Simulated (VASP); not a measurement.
Here is a VASP 6.6.1 calculation.

The input INCAR:

```
PREC = Accurate ; ENCUT = 520
EDIFF = 1E-7 ; ISMEAR = -1
SIGMA = 0.05 ; LREAL = False
LASPH = True ; NELM = 80
ALGO = Normal ; ISIF = 2
LWAVE = False ; LCHARG = False
GGA = PE ; NBANDS = 22
```

File KPOINTS:

```
regular mesh
0
Gamma
  11 11 11
```

The input POSCAR:

```
Bi
1.0
    2.2075272592     -1.2745164574      3.6696575857
    0.0000000000      2.5490329147      3.6696575857
   -2.2075272592     -1.2745164574      3.6696575857
Bi
2
Direct
    0.2422478058      0.2422478058      0.2422478058
   -0.2422478058     -0.2422478058     -0.2422478058
```

Potentials or basis: VASP PAW PBE potentials, release 64 (Bi_d).

The run is started by

```bash
$ cat potpaw_PBE.64/Bi_d/POTCAR > POTCAR
$ mpirun -np 1 vasp_std > vasp.out
```

Problem. Predict the pressure.

Solution. 8.5 GPa.

Problem. Predict the band gap on the k mesh.

Solution. Zero (bands 15 and 16 overlap by 0.07 eV).

Caveat: the cell stands under pressure; spin-orbit coupling is left out, which moves the levels of the heavy elements.
